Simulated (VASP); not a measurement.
# Ir (Fm-3m) in VASP: a series of runs, part 3 of 3

VASP 6.6.1. The steps go on from the part before.

## (7) Relaxation of cell and atoms, r2SCAN+D4

This run uses another cell than the first one, of 14.06 Å³/atom, 1.003 times its volume.

Input file POSCAR:

```
Ir
1.0
    0.0000000000      1.9156000000      1.9156000000
    1.9156000000      0.0000000000      1.9156000000
    1.9156000000      1.9156000000      0.0000000000
Ir
1
Direct
    0.0000000000      0.0000000000      0.0000000000
```

Input file INCAR.step1:

```
ALGO = Normal
EDIFF = 1E-4
ENCUT = 600
GGA = PE
ISMEAR = -1
LASPH = T
LCHARG = F
LREAL = F
LWAVE = T
NELM = 60
PREC = Accurate
SIGMA = 0.15
```

Input file INCAR.step2:

```
ALGO = Normal
EDIFF = 1E-6
EDIFFG = -0.01
ENCUT = 600
IBRION = 2
ISIF = 3
ISMEAR = -1
ISTART = 1
IVDW = 13
LASPH = T
LCHARG = F
LMIXTAU = T
LREAL = F
LWAVE = F
METAGGA = R2SCAN
NELM = 60
NSW = 80
PREC = Accurate
SIGMA = 0.15
VDW_A1 = 0.51559235
VDW_A2 = 5.77342911
VDW_S6 = 1.0
VDW_S8 = 0.6018749
```

Input file KPOINTS:

```
k-points
0
Gamma
  13 13 13
```

Potentials or basis: VASP PAW PBE potentials, release 64 (Ir).

Started as:

```sh
$ cat potpaw_PBE.64/Ir/POTCAR > POTCAR
$ cp INCAR.step1 INCAR
$ mpirun -np 1 vasp_std > vasp.out
$ cp INCAR.step2 INCAR
$ mpirun -np 1 vasp_std > vasp.out
```

OUTCAR:

```text
EDIFF = 1E-6
   EDIFFG = -0.01
   ENCUT = 600
   IBRION = 2
   ISIF = 3
   ISMEAR = -1
   ISTART = 1
   IVDW = 13
   LASPH = T
   LREAL = F
   METAGGA = R2SCAN
   NELM = 60
   NSW = 80
   PREC = Accurate

 ion  position               nearest neighbor table
   1  0.000  0.000  0.000-

  LATTYP: Found a face centered cubic cell.
 ALAT       =     3.8312000000

  Lattice vectors:

 A1 = (   0.0000000000,   1.9156000000,   1.9156000000)
 A2 = (   1.9156000000,   0.0000000000,   1.9156000000)
 A3 = (   1.9156000000,   1.9156000000,   0.0000000000)

Analysis of symmetry for initial positions (statically):
[... 6 lines left out ...]

 Subroutine GETGRP returns: Found 48 space group operations
 (whereof 48 operations were pure point group operations)
 out of a pool of 48 trial point group operations.

The static configuration has the point symmetry O_h .

Analysis of symmetry for dynamics (positions and initial velocities):
[... 6 lines left out ...]

 Subroutine GETGRP returns: Found 48 space group operations
 (whereof 48 operations were pure point group operations)
 out of a pool of 48 trial point group operations.

The dynamic configuration has the point symmetry O_h .

 Subroutine INISYM returns: Found 48 space group operations
 (whereof 48 operations are pure point group operations),
 and found     1 'primitive' translations

----------------------------------------------------------------------------------------

                                     Primitive cell
[... 134 lines left out ...]
  ext. energy  EPLUGINS =         0.00000000
  ---------------------------------------------------
  free energy    TOTEN  =       -52.39256224 eV

  energy without entropy =      -52.32221829  energy(sigma->0) =      -52.35739026

------------------------ aborting loop because EDIFF is reached ----------------------------------------

  DFT-D4 for vdW energy calculation

  Edisp (eV):   -0.29991
[... 30 lines left out ...]
--------------------------------------- Ionic step        2  -------------------------------------------

 number of electron       9.0000001 magnetization

 E-fermi :   9.2815     XC(G=0): -14.9619

 val. band max:        9.2678477728   @ k =   0.3077   0.2308   0.0000
 cond. band min:       9.2818218586   @ k =  -0.4615   0.3077   0.1538
 fundamental gap:      0.0139740858
 Fermi energy:         9.2815354967

 k-point     1 :       0.0000    0.0000    0.0000
  band No.  band energies     occupation
      1      -1.6690      2.00000
      2       5.5985      2.00000
      3       5.5985      2.00000
      4       5.5985      2.00000
      5       8.0825      1.99933
      6       8.0825      1.99933
      7      24.4801      0.00000
      8      30.0217      0.00000
[... 291 lines left out ...]
--------------------------------------- Ionic step        3  -------------------------------------------

 number of electron       9.0000000 magnetization

 Free energy of the ion-electron system (eV)
  ---------------------------------------------------
  ext. energy  EPLUGINS =         0.00000000
  ---------------------------------------------------
  free energy    TOTEN  =       -52.39783003 eV

  energy without entropy =      -52.32629017  energy(sigma->0) =      -52.36206010

 E-fermi :  10.0855     XC(G=0): -15.2866

 val. band max:       10.0787534401   @ k =   0.3077   0.2308   0.0000
 cond. band min:      10.0899130673   @ k =  -0.3077   0.3077   0.0769
 fundamental gap:      0.0111596272
 Fermi energy:        10.0854840963

 k-point     1 :       0.0000    0.0000    0.0000
  band No.  band energies     occupation
      1      -1.3882      2.00000
      2       6.1166      2.00000
      3       6.1166      2.00000
      4       6.1166      2.00000
      5       8.8024      1.99961
      6       8.8024      1.99961
      7      25.1871      0.00000
      8      31.0189      0.00000
[... 285 lines left out ...]
  FREE ENERGIE OF THE ION-ELECTRON SYSTEM (eV)
  ---------------------------------------------------
  free  energy   TOTEN  =       -52.6949129275 eV

  energy  without entropy=      -52.6233730646  energy(sigma->0) =      -52.65914300

 reached required accuracy - stopping structural energy minimisation
```

OSZICAR.step1:

```text
N       E                     dE             d eps       ncg     rms          rms(c)
DAV:   1     0.499192583475E+02    0.49919E+02   -0.49976E+03  1360   0.117E+03
DAV:   2    -0.868787675779E+01   -0.58607E+02   -0.56424E+02  1344   0.220E+02
DAV:   3    -0.940710206631E+01   -0.71923E+00   -0.71847E+00  2000   0.336E+01
DAV:   4    -0.941082867093E+01   -0.37266E-02   -0.37259E-02  1688   0.164E+00
DAV:   5    -0.941085355165E+01   -0.24881E-04   -0.24880E-04  2056   0.861E-02    0.157E+01
DAV:   6    -0.895899148066E+01    0.45186E+00   -0.91447E-01  1584   0.135E+01    0.655E+00
DAV:   7    -0.887117962643E+01    0.87812E-01   -0.31153E-01  1752   0.736E+00    0.149E+00
DAV:   8    -0.886747826146E+01    0.37014E-02   -0.12653E-03  1464   0.522E-01    0.913E-01
DAV:   9    -0.886494851117E+01    0.25298E-02   -0.19946E-03  1688   0.753E-01    0.172E-02
DAV:  10    -0.886495547664E+01   -0.69655E-05   -0.43156E-06   832   0.236E-02
   1 F= -.88649555E+01 E0= -.88275342E+01  d E =-.748426E-01
```

It took 3.3 min on 1 thread of Intel Xeon 8259CL, shared host; peak memory 0.16 GiB.

What came out:

```
Free energy                            : -52.6949 eV
Relaxed volume                         : 14.23 Å³/atom
Relaxed cell                           : a = 2.720 Å, b = 2.720 Å, c = 2.720 Å, α = 60.00°, β = 60.00°, γ = 60.00°
Space group after relaxing (to 0.05 Å) : Fm-3m (No. 225)
Energy gained by relaxing              : 2.4 meV/atom
Ionic steps                            : 3
Pressure after relaxing                : -0.1 GPa
Dispersion energy per atom             : -0.297 eV
```

Step by step:
```
step  energy change (eV)  largest force (eV/Å)  pressure (GPa)  volume (Å³)
   1              0.0000                0.0000            4.70        14.06
   2              0.0339                0.0000          -16.04        14.91
   3             -0.0024                0.0000           -0.08        14.23
```

Final structure:
```yaml
crystal:
  lattice:
    - [0.00000, 1.92333, 1.92333]
    - [1.92333, 0.00000, 1.92333]
    - [1.92333, 1.92333, 0.00000]
  atoms:
    - { symbol: Ir, position: [0.00000, 0.00000, 0.00000] }
```

Levels at points of the mesh, in eV from the Fermi level:
```
           k point  band 1  band 2  band 3  band 4  band 5  band 6  band 7  band 8
(0.00, 0.00, 0.00)  -11.47   -3.97   -3.97   -3.97   -1.28   -1.28   15.10   20.93
```

Caveat: the PAW data sets were made with another functional, which shifts forces and pressure a little; spin-orbit coupling is left out, which moves the levels of the heavy elements; pairwise dispersion overbinds metals, which lowers pressure and volume. Zero-point motion and thermal expansion aren't in these numbers.

## (8) Summary

```tsv
task	level	cell	cutoff (eV)	gap on the mesh (eV)	pressure (GPa)	relaxed volume (Å³/atom)
single point	revPBE+D3(BJ)	a = 2.706 Å, angles 60.0°, 1 atom	520	none	0.6	-
single point	PBEsol	a = 2.710 Å, angles 60.0°, 1 atom	520	none	1.0	-
single point	r2SCAN+D4	a = 2.714 Å, angles 60.0°, 1 atom	520	none	2.5	-
relaxation of cell and atoms	revPBE+D3(BJ)	relaxed from a = 2.709 Å, angles 60.0°, 1 atom	600	none	0.0	14.04
relaxation of cell and atoms	PBEsol	relaxed from a = 2.709 Å, angles 60.0°, 1 atom	600	none	0.0	14.12
relaxation of cell and atoms	r2SCAN+D4	relaxed from a = 2.709 Å, angles 60.0°, 1 atom	600	none	-0.1	14.23
```

Alike in all rows: potentials or basis VASP PAW PBE potentials, release 64 (Ir); no spin polarisation; k mesh 13 × 13 × 13; smearing fermi-dirac 0.15 eV.

Caveats: the PAW data sets were made with another functional, which shifts forces and pressure a little; spin-orbit coupling is left out, which moves the levels of the heavy elements; pairwise dispersion overbinds metals, which lowers pressure and volume (some runs).

Total energies depend on the potentials used, so only differences within one code and one set of settings carry meaning.
